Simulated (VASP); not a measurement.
# Si12H6C in VASP: a series of runs

The runs below take Si12H6C through single point, with PBE.

Everything below comes from runs of VASP 6.6.1. Logs are shortened: lines on timing, memory, paths and dates and some standing lists are left out, and cuts for length are marked.

**1. The cell of the first run**

The cell holds a slab with vacuum, 38 atoms: a = 7.681 Å, b = 7.681 Å, c = 22.809 Å, α = 90.00°, β = 90.00°, γ = 90.00°.

**2. Single point, PBE**

Input file INCAR:

```
  PREC = Accurate
  ENCUT = 520
  EDIFF = 1E-6
  ISMEAR = 0
  SIGMA = 0.05
  LREAL = Auto
  LASPH = T
  NELM = 120
  ALGO = Normal
  ISIF = 2
  LWAVE = F
  LCHARG = T
  LDIPOL = T
  IDIPOL = 3
  DIPOL = 0.5 0.5 0.517
  GGA = PE
  LELF = T
  LVHAR = T
  LVACPOTAV = T
  NBANDS = 83
  GGA_COMPAT = F
  NELMDL = -8
```

Input file KPOINTS:

```
Automatic mesh
0
Gamma
  3 3 1
```

Input file POSCAR:

```
Si12H6C
1.0
    7.6805940000      0.0000000000      0.0000000000
    0.0000000000      7.6805940000      0.0000000000
    0.0000000000      0.0000000000     22.8087500000
Si H C
24 12 2
Direct
    0.1016483881     -0.0002510223      0.6637860909
    0.1402597247      0.5010879367      0.6412719242
    0.4164214382      0.0018807139      0.6645489560
    0.4270621517      0.5044565564      0.6721389379
    0.0119127505      0.2435461372      0.6087405053
    0.0110009721      0.7574358181      0.6082795857
    0.4846198094      0.2576979072      0.6113536691
    0.4834239383      0.7479107736      0.6100845070
    0.2538262015      0.2480486535      0.5434113224
    0.2524119879      0.7535401559      0.5427388612
    0.7463779494      0.2512296575      0.5545738806
    0.7459213441      0.7502853295      0.5540715296
    0.2467330001      0.0011458749      0.4835260591
    0.2511101355      0.5002831812      0.4858298241
    0.7471386979      0.0009087839      0.4924254508
    0.7509881397      0.5003277090      0.4921544144
   -0.0079975585      0.0003605190      0.4280475695
   -0.0028447019      0.4999207093      0.4286694361
    0.5027047387      0.0002041509      0.4280865019
    0.5044477029      0.4999937505      0.4285794706
    0.0000000000      0.2500000651      0.3691570121
    0.0000000000      0.7500000651      0.3691570121
    0.5000000000      0.2500000651      0.3691570121
    0.5000000000      0.7500000651      0.3691570121
   -0.1510299854      0.2500000651      0.3288210007
    0.1510299854      0.2500000651      0.3288210007
   -0.1510299854      0.7500000651      0.3288210007
    0.1510299854      0.7500000651      0.3288210007
    0.3489700146      0.2500000651      0.3288210007
    0.6510299854      0.2500000651      0.3288210007
    0.3489700146      0.7500000651      0.3288210007
    0.6510299854      0.7500000651      0.3288210007
    0.4858673691     -0.1410135726      0.7628464515
    1.0248853149     -0.0003460670      0.7243235600
    0.5904527697      0.1034952505      0.8209285472
    0.5586205963      0.2543450415      0.7582512413
    0.4925473212     -0.0114847888      0.7427362745
    0.5505621050      0.1216356443      0.7753338960
```

Potentials or basis: VASP PAW PBE potentials, release 64 (Si, H, C).

Started as:

```bash
> cat potpaw_PBE.64/Si/POTCAR potpaw_PBE.64/H/POTCAR potpaw_PBE.64/C/POTCAR > POTCAR
> mpirun -np 1 vasp_std > vasp.out
```

OUTCAR:

```text
PREC = Accurate
   ENCUT = 520
   EDIFF = 1E-6
   ISMEAR = 0
   LREAL = Auto
   LASPH = T
   NELM = 120
   ISIF = 2
   GGA = PE
   NELMDL = -8

 ion  position               nearest neighbor table
   1  0.102  1.000  0.664-  34 1.50   6 2.36   5 2.36   3 2.42
   2  0.140  0.501  0.641-   4 2.31   6 2.33   5 2.33   9 3.09  10 3.09
   3  0.416  0.002  0.665-  37 1.88   7 2.37   8 2.37   1 2.42
   4  0.427  0.504  0.672-   2 2.31   8 2.38   7 2.39
   5  0.012  0.244  0.609-   2 2.33   1 2.36   9 2.38  11 2.39
   6  0.011  0.757  0.608-   2 2.33   1 2.36  10 2.38  12 2.38
   7  0.485  0.258  0.611-   9 2.36   3 2.37   4 2.39  11 2.39
   8  0.483  0.748  0.610-  10 2.35   3 2.37   4 2.38  12 2.39
   9  0.254  0.248  0.543-  13 2.34  14 2.34   7 2.36   5 2.38   2 3.09
  10  0.252  0.754  0.543-  13 2.33  14 2.34   8 2.35   6 2.38   2 3.09
  11  0.746  0.251  0.555-  16 2.39   5 2.39  15 2.39   7 2.39
  12  0.746  0.750  0.554-   6 2.38  16 2.38  15 2.38   8 2.39
  13  0.247  0.001  0.484-  17 2.33  10 2.33  19 2.34   9 2.34
  14  0.251  0.500  0.486-  10 2.34   9 2.34  20 2.34  18 2.35
  15  0.747  0.001  0.492-  19 2.38  12 2.38  17 2.39  11 2.39
  16  0.751  0.500  0.492-  18 2.38  12 2.38  20 2.39  11 2.39
  17  0.992  0.000  0.428-  13 2.33  21 2.34  22 2.35  15 2.39
  18  0.997  0.500  0.429-  14 2.35  21 2.35  22 2.35  16 2.38
  19  0.503  0.000  0.428-  13 2.34  23 2.34  24 2.35  15 2.38
  20  0.504  0.500  0.429-  14 2.34  23 2.35  24 2.35  16 2.39
  21  0.000  0.250  0.369-  25 1.48  26 1.48  17 2.34  18 2.35
  22  0.000  0.750  0.369-  27 1.48  28 1.48  17 2.35  18 2.35
  23  0.500  0.250  0.369-  29 1.48  30 1.48  19 2.34  20 2.35
  24  0.500  0.750  0.369-  31 1.48  32 1.48  19 2.35  20 2.35
  25  0.849  0.250  0.329-  21 1.48
  26  0.151  0.250  0.329-  21 1.48
  27  0.849  0.750  0.329-  22 1.48
  28  0.151  0.750  0.329-  22 1.48
  29  0.349  0.250  0.329-  23 1.48
  30  0.651  0.250  0.329-  23 1.48
  31  0.349  0.750  0.329-  24 1.48
  32  0.651  0.750  0.329-  24 1.48
  33  0.486  0.859  0.763-  37 1.10
  34  0.025  1.000  0.724-   1 1.50
  35  0.590  0.103  0.821-  38 1.09
  36  0.559  0.254  0.758-  38 1.09
  37  0.493  0.989  0.743-  33 1.10  38 1.34   3 1.88
  38  0.551  0.122  0.775-  36 1.09  35 1.09  37 1.34

  LATTYP: Found a simple tetragonal cell.
 ALAT       =     7.6805940000
 C/A-ratio  =     2.9696596383

  Lattice vectors:

 A1 = (   7.6805940000,   0.0000000000,   0.0000000000)
 A2 = (   0.0000000000,   7.6805940000,   0.0000000000)
 A3 = (   0.0000000000,   0.0000000000,  22.8087500000)

Analysis of symmetry for initial positions (statically):
=====================================================================
 Subroutine PRICEL returns:
 Original cell was already a primitive cell.

 Routine SETGRP: Setting up the symmetry group for a
 simple tetragonal supercell.

 Subroutine GETGRP returns: Found  1 space group operations
 (whereof  1 operations were pure point group operations)
 out of a pool of 16 trial point group operations.

The static configuration has the point symmetry C_1 .

Analysis of symmetry for dynamics (positions and initial velocities):
=====================================================================
 Subroutine PRICEL returns:
 Original cell was already a primitive cell.

 Routine SETGRP: Setting up the symmetry group for a
 simple tetragonal supercell.

 Subroutine GETGRP returns: Found  1 space group operations
 (whereof  1 operations were pure point group operations)
 out of a pool of 16 trial point group operations.

The dynamic configuration has the point symmetry C_1 .

 Subroutine INISYM returns: Found  1 space group operations
 (whereof  1 operations are pure point group operations),
 and found     1 'primitive' translations

----------------------------------------------------------------------------------------

                                     Primitive cell

  volume of cell :    1345.5229

  direct lattice vectors                    reciprocal lattice vectors
     7.680594000  0.000000000  0.000000000     0.130198263  0.000000000  0.000000000
     0.000000000  7.680594000  0.000000000     0.000000000  0.130198263  0.000000000
     0.000000000  0.000000000 22.808750000     0.000000000  0.000000000  0.043842823

  length of vectors
     7.680594000  7.680594000 22.808750000     0.130198263  0.130198263  0.043842823

  position of ions in fractional coordinates (direct lattice)
     0.101648388  0.999748978  0.663786091
     0.140259725  0.501087937  0.641271924
     0.416421438  0.001880714  0.664548956
     0.427062152  0.504456556  0.672138938
     0.011912751  0.243546137  0.608740505
     0.011000972  0.757435818  0.608279586
[... 30 lines left out ...]
     0.492547321  0.988515211  0.742736274
     0.550562105  0.121635644  0.775333896

  ion indices of the primitive-cell ions
   primitive index   ion index
                 1           1
                 2           2
                 3           3
                 4           4
                 5           5
                 6           6
[... 30 lines left out ...]
                37          37
                38          38

----------------------------------------------------------------------------------------

 KPOINTS: Automatic mesh

Automatic generation of k-mesh.
 Grid dimensions read from file:
 generate k-points for:    3    3    1

 Generating k-lattice:

  Cartesian coordinates                     Fractional coordinates (reciprocal lattice)
     0.043399421  0.000000000  0.000000000     0.333333333  0.000000000  0.000000000
     0.000000000  0.043399421  0.000000000     0.000000000  0.333333333  0.000000000
     0.000000000  0.000000000  0.043842823     0.000000000  0.000000000  1.000000000

  Length of vectors
     0.043399421  0.043399421  0.043842823

  Shift w.r.t. Gamma in fractional coordinates (k-lattice)
     0.000000000  0.000000000  0.000000000

 Subroutine IBZKPT returns following result:
 ===========================================

 Found      5 irreducible k-points:

 Following reciprocal coordinates:
            Coordinates               Weight
  0.000000  0.000000  0.000000      1.000000
  0.333333  0.000000  0.000000      2.000000
  0.000000  0.333333  0.000000      2.000000
  0.333333  0.333333  0.000000      2.000000
 -0.333333  0.333333  0.000000      2.000000
   k-points           NKPTS =      5   k-points in BZ     NKDIM =      5   number of bands    NBANDS=     83
   number of dos      NEDOS =    301   number of ions     NIONS =     38
   total plane-waves  NPLWV = 648000
   dimension x,y,z NGX =    60 NGY =   60 NGZ =  180
   dimension x,y,z NGXF=   120 NGYF=  120 NGZF=  360
   ions per type =              24  12   2
   NGX,Y,Z   is equivalent  to a cutoff of  12.99, 12.99, 13.12 a.u.
   NGXF,Y,Z  is equivalent  to a cutoff of  25.97, 25.97, 26.24 a.u.
 SYSTEM =  unknown system
   PREC   = accura    normal or accurate (medium, high low for compatibility)
   ISTART =      0    job   : 0-new  1-cont  2-samecut
   ICHARG =      2    charge: 1-file 2-atom 10-const
   ISPIN  =      1    spin polarized calculation?
   LNONCOLLINEAR =      F non collinear calculations
   LSORBIT =      F    spin-orbit coupling
   LASPH  =      T    aspherical Exc in radial PAW
   ENCUT  =  520.0 eV  38.22 Ry    6.18 a.u.  14.28 14.28 42.41*2*pi/ulx,y,z
   NELM   =    120;   NELMIN=  2; NELMDL= -8     # of ELM steps
   EDIFF  = 0.1E-05   stopping-criterion for ELM
   LREAL  =      T    real-space projection
   EDIFFG = 0.1E-04   stopping-criterion for IOM
   NSW    =      0    number of steps for IOM
   IBRION =     -1    ionic relax: 0-MD 1-quasi-New 2-CG
   NFREE  =      0    steps in history (QN), initial steepest desc. (CG)
   ISIF   =      2    stress and relaxation
   ISYM   =      2    0-nonsym 1-usesym 2-fastsym
   POTIM  = 0.5000    time-step for ionic-motion
   TEBEG  =    0.0;   TEEND  =   0.0 temperature during run
   PSTRESS=    0.0 pullay stress
   NELECT =     116.0000    total number of electrons
   NUPDOWN=      -1.0000    fix difference up-down
   EMIN   =  10.00;   EMAX   =-10.00  energy-range for DOS
   EFERMI =   0.00;   METHOD = LEGACY
   ISMEAR =     0;   SIGMA  =   0.05  broadening in eV -4-tet -1-fermi 0-gaus
   EFERMI_NEDOS =   21; number of points for ismear=-14 and -15
   IALGO  =     38    algorithm
   IMIX   =      4    mixing-type and parameters
     AMIX     =   0.40;   BMIX     =  1.00
     AMIX_MAG =   1.60;   BMIX_MAG =  1.00
  volume/ion in A,a.u.               =      35.41       238.95
  Fermi-wavevector in a.u.,A,eV,Ry     =   0.723209  1.366667  7.116271  0.523031
  Thomas-Fermi vector in A             =   1.813367
   LORBIT       =      0    0 simple, 1 ext, 2 COOP (PROOUT), +10 PAW based schemes
   GGA     = PE    functional components
   LHFCALC =     F    Hartree Fock is set to
   AEXX    =    0.0000 exact exchange contribution
   IVDW    =     0    specifies the selected vdW correction
   LEPSILON=     F    determine dielectric tensor
   LRPA    =     F    only Hartree local field effects (RPA)
 non-spin polarized calculation
 Gauss-broadening in eV      SIGMA  =   0.05
  energy-cutoff  :      520.00
  volume of cell :     1345.52
 maximum number of plane-waves:     36234
 NGX is ok and might be reduce to    60
   NGX = 29   NGY = 29   NGZ = 85

 number of electron     116.0000004 magnetization

 dipolmoment           0.000000      0.000000     -0.060936 electrons x Angstroem

 Free energy of the ion-electron system (eV)
  ---------------------------------------------------
  ext. energy  EPLUGINS =         0.00000000
  ---------------------------------------------------
  free energy    TOTEN  =      -184.21117953 eV

  energy without entropy =     -184.21117953  energy(sigma->0) =     -184.21117953

 E-fermi :  -0.7392     XC(G=0):  -4.5042

 val. band max:       -0.9822007855   @ k =  -0.3333   0.3333   0.0000
 cond. band min:      -0.1909418131   @ k =   0.0000   0.0000   0.0000
 fundamental gap:      0.7912589724
 Fermi energy:        -0.7391528790

 k-point     1 :       0.0000    0.0000    0.0000
  band No.  band energies     occupation
      1     -15.0444      2.00000
      2     -12.2879      2.00000
      3     -11.4705      2.00000
      4     -10.6157      2.00000
      5     -10.3878      2.00000
      6     -10.3814      2.00000
[... 62 lines left out ...]
     69       1.5921      0.00000
     70       1.6770      0.00000
[... 290 lines left out ...]
     69       2.3770      0.00000
     70       2.4277      0.00000
 [bands above 70 left out]

------------------------ aborting loop because EDIFF is reached ----------------------------------------

  FORCE on cell =-STRESS in cart. coord.  units (eV):
  Direction    XX          YY          ZZ          XY          YZ          ZX
  --------------------------------------------------------------------------------------
  -------------------------------------------------------------------------------------
  Total       12.7325454      5.2550297     -0.2334583      0.0372928     -0.3324011      0.4893177
  in kB       15.1612397      6.2574106     -0.2779898      0.0444063     -0.3958056      0.5826535
  external PRESSURE =       7.0468868 kB  Pullay stress =       0.0000000 kB

 VOLUME and BASIS-vectors are now :
 -----------------------------------------------------------------------------
  energy-cutoff  :      520.00
  volume of cell :     1345.52
      direct lattice vectors                 reciprocal lattice vectors
     7.680594000  0.000000000  0.000000000     0.130198263  0.000000000  0.000000000
     0.000000000  7.680594000  0.000000000     0.000000000  0.130198263  0.000000000
     0.000000000  0.000000000 22.808750000     0.000000000  0.000000000  0.043842823

 POSITION                                       TOTAL-FORCE (eV/Angst)
 -----------------------------------------------------------------------------------
      0.78072      7.67867     15.14013        -0.004122     -0.000311      0.004325
      1.07728      3.84865     14.62661        -0.003509     -0.001746     -0.003740
      3.19836      0.01444     15.15753         0.001654     -0.003924     -0.004905
      3.28009      3.87453     15.33065         0.000577      0.001973     -0.002946
      0.09150      1.87058     13.88461         0.004574      0.000077     -0.000715
      0.08449      5.81756     13.87410         0.002690     -0.000742     -0.000125
[... 30 lines left out ...]
      3.78306      7.59238     16.94089        -0.013002     -0.028883     -0.039798
      4.22864      0.93423     17.68440         0.025332      0.023116      0.023475
 -----------------------------------------------------------------------------------
    total drift:                               -0.005806      0.005162     -0.007206

  FREE ENERGIE OF THE ION-ELECTRON SYSTEM (eV)
  ---------------------------------------------------
  free  energy   TOTEN  =      -184.2111795324 eV

  energy  without entropy=     -184.2111795324  energy(sigma->0) =     -184.21117953

 vacuum level on the upper side and lower side of the slab         3.829         4.016
```

It took 47 min on 1 thread of Intel Xeon 8259CL, shared host; peak memory 1.4 GiB.

What came out:

```yaml
Free_energy: -184.2112 eV
Largest_force: 0.303 eV/Å
Band_gap_on_the_k_mesh: 0.79 eV (least direct gap 0.88 eV)
```

Forces on the atoms (eV/Å):
```
Si  -0.004  0.000  0.004
Si  -0.004 -0.002 -0.004
Si   0.002 -0.004 -0.005
Si   0.001  0.002 -0.003
Si   0.005  0.000 -0.001
Si   0.003 -0.001  0.000
Si  -0.003 -0.001 -0.003
Si  -0.001  0.000 -0.005
Si   0.003  0.000 -0.002
Si   0.001 -0.001 -0.002
Si  -0.001 -0.001 -0.001
Si   0.000  0.000 -0.001
Si  -0.005  0.001  0.001
Si   0.000 -0.001  0.001
Si   0.000  0.000 -0.001
Si   0.000 -0.001 -0.001
Si   0.003  0.000 -0.001
Si   0.000  0.000  0.002
Si   0.003  0.000  0.003
Si  -0.001  0.000  0.000
Si  -0.300  0.038  0.002
Si  -0.289 -0.023  0.037
Si   0.255  0.027  0.002
Si   0.255 -0.017  0.020
H    0.129  0.045 -0.054
H   -0.096 -0.019  0.044
H    0.128 -0.040 -0.049
H   -0.096  0.022  0.044
H    0.103  0.012  0.031
H   -0.123  0.007 -0.045
H    0.102 -0.009  0.032
H   -0.123 -0.003 -0.044
H   -0.005 -0.031  0.008
H    0.007 -0.001 -0.008
H    0.019 -0.009  0.019
H    0.021  0.017 -0.003
C   -0.013 -0.029 -0.040
C    0.025  0.023  0.023
```

Levels at points of the mesh, in eV from the valence-band top:
| k point | band 54 | band 55 | band 56 | band 57 | band 58 | band 59 | band 60 | band 61 | band 62 | band 63 |
| --- | --- | --- | --- | --- | --- | --- | --- | --- | --- | --- |
| (0.00, 0.00, 0.00) | -0.67 | -0.36 | -0.33 | -0.17 | -0.14 | 0.79 | 1.35 | 1.37 | 1.53 | 2.11 |

**3. Single point, PBE**

Input file INCAR:

```
SYSTEM = Si12H6C
PREC = Accurate ; ENCUT = 520
EDIFF = 1E-6 ; ISMEAR = 0
SIGMA = 0.05 ; LREAL = Auto
LASPH = .True. ; NELM = 120
ALGO = Normal ; ISIF = 2
LWAVE = .False. ; LCHARG = .False.
LDIPOL = .True. ; IDIPOL = 3
DIPOL = 0.5 0.5 0.514 ; GGA = PE
NBANDS = 83 ; GGA_COMPAT = .False.
NELMDL = -8
```

Input file KPOINTS:

```
Automatic mesh
0
Gamma
  3 3 1
  0 0 0
```

Input file POSCAR:

```
Si12H6C
1.0
    7.6805940000      0.0000000000      0.0000000000
    0.0000000000      7.6805940000      0.0000000000
    0.0000000000      0.0000000000     22.8087500000
Si H C
24 12 2
Direct
    0.0837987270      0.0224273018      0.6760200800
    0.1153220701      0.5131110953      0.6392211761
    0.4009005033      0.0299448194      0.6641474434
    0.4178797890      0.4728932424      0.6617059681
    0.0114428650      0.2453496435      0.6060992821
    0.0109486324      0.7845684852      0.6140998959
    0.4837226131      0.2458082018      0.5966052063
    0.4962833604      0.7548582831      0.6210428892
    0.2413369331      0.2439468874      0.5373573300
    0.2613827785      0.7358176985      0.5511303776
    0.7536680106      0.2503700886      0.5492308873
    0.7493640466      0.7546882442      0.5575793062
    0.2468366379     -0.0163762074      0.4861124349
    0.2524424543      0.5002528450      0.4841113608
    0.7487077171     -0.0036157360      0.4911791308
    0.7531496913      0.5067675755      0.4923795912
   -0.0050190129     -0.0043361230      0.4283269798
   -0.0027422358      0.5035288937      0.4282480627
    0.5012846663     -0.0026016217      0.4287389269
    0.5073819811      0.5015300900      0.4283172905
    0.0000000000      0.2500000651      0.3691570121
    0.0000000000      0.7500000651      0.3691570121
    0.5000000000      0.2500000651      0.3691570121
    0.5000000000      0.7500000651      0.3691570121
   -0.1510299854      0.2500000651      0.3288210007
    0.1510299854      0.2500000651      0.3288210007
   -0.1510299854      0.7500000651      0.3288210007
    0.1510299854      0.7500000651      0.3288210007
    0.3489700146      0.2500000651      0.3288210007
    0.6510299854      0.2500000651      0.3288210007
    0.3489700146      0.7500000651      0.3288210007
    0.6510299854      0.7500000651      0.3288210007
    0.4658072019      0.0843959465      0.7721058366
    0.6450662540      0.1337498115      0.7264473941
    0.3373203948      0.3634299639      0.7616953581
    0.5607971206      0.4149617855      0.7600968926
    0.5032360778      0.1496017105      0.7310167808
    0.4569343204      0.3474815880      0.7358042856
```

Potentials or basis: VASP PAW PBE potentials, release 64 (Si, H, C).

Started as:

```bash
> cat potpaw_PBE.64/Si/POTCAR potpaw_PBE.64/H/POTCAR potpaw_PBE.64/C/POTCAR > POTCAR
> mpirun -np 1 vasp_std > vasp.out
```

Run time: 40 min. Hardware: 1 thread of Intel Xeon 8259CL, shared host; peak memory 1.4 GiB.

It converged, with:

| Quantity | Value |
| --- | --- |
| Free energy | -184.4844 eV |
| Largest force | 0.447 eV/Å |
| Band gap on the k mesh | 0.53 eV (least direct gap 0.76 eV) |

Forces on the atoms (eV/Å):
```
Si   0.000  0.002 -0.010
Si  -0.002 -0.003 -0.002
Si  -0.001  0.001 -0.008
Si  -0.003  0.004 -0.012
Si   0.000  0.001 -0.001
Si   0.004 -0.006 -0.005
Si  -0.001 -0.001 -0.002
Si  -0.005  0.003  0.002
Si   0.002  0.002  0.002
Si  -0.005  0.004 -0.001
Si   0.001  0.000 -0.001
Si   0.002  0.002  0.001
Si  -0.001  0.003  0.001
Si   0.002 -0.002  0.005
Si  -0.001  0.001 -0.001
Si  -0.001  0.000 -0.001
Si  -0.001 -0.005  0.000
Si   0.000  0.004  0.000
Si   0.001 -0.002  0.003
Si   0.000 -0.001 -0.002
Si  -0.123  0.007  0.300
Si  -0.306 -0.024 -0.326
Si   0.192 -0.016  0.214
Si   0.270 -0.015 -0.132
H    0.108 -0.023 -0.010
H   -0.103 -0.004  0.033
H    0.136 -0.018 -0.078
H   -0.106  0.010  0.018
H    0.100  0.036  0.038
H   -0.117 -0.081 -0.033
H    0.101 -0.018  0.033
H   -0.123  0.027 -0.055
H    0.003  0.011  0.022
H    0.040  0.017 -0.004
H   -0.026  0.018  0.020
H   -0.007  0.025  0.018
C   -0.019  0.019 -0.014
C   -0.012  0.019 -0.014
```

Levels at points of the mesh, in eV from the valence-band top:
```tsv
k point	band 56	band 57	band 58	band 59	band 60	band 61
(0.00, 0.00, 0.00)	-0.50	-0.40	-0.24	0.53	1.14	1.27
```
